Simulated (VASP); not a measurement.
# Y: single point with PBE

Y:

```xyz
1
Lattice="-1.5868 1.5868 1.5868 1.5868 -1.5868 1.5868 1.5868 1.5868 -1.5868" Properties=species:S:1:pos:R:3 pbc="T T T"
Y     0.0000    0.0000    0.0000
```

```yaml
Program: VASP 6.6.1
Task: single point
Functional: PBE
Potentials_or_basis: VASP PAW PBE potentials, release 64 (Y_sv)
Cutoff: 520 eV
k_mesh: 17 × 17 × 17
Occupations: fermi-dirac, width 0.05 eV
Spin: no spin polarisation
```

```yaml
Pressure: 81.0 GPa
```

Levels at points of the mesh, in eV from the Fermi level:
```csv
k point,band 4,band 5,band 6,band 7,band 8,band 9
"(0.00, 0.00, 0.00)",-19.84,-4.20,2.45,2.45,2.45,6.24
```

It took 23 s on 1 thread of Intel(R) Xeon(R) Platinum 8259CL CPU @ 2.50GHz (Skylake/Cascade Lake), on a shared host, peak memory 0.16 GiB.
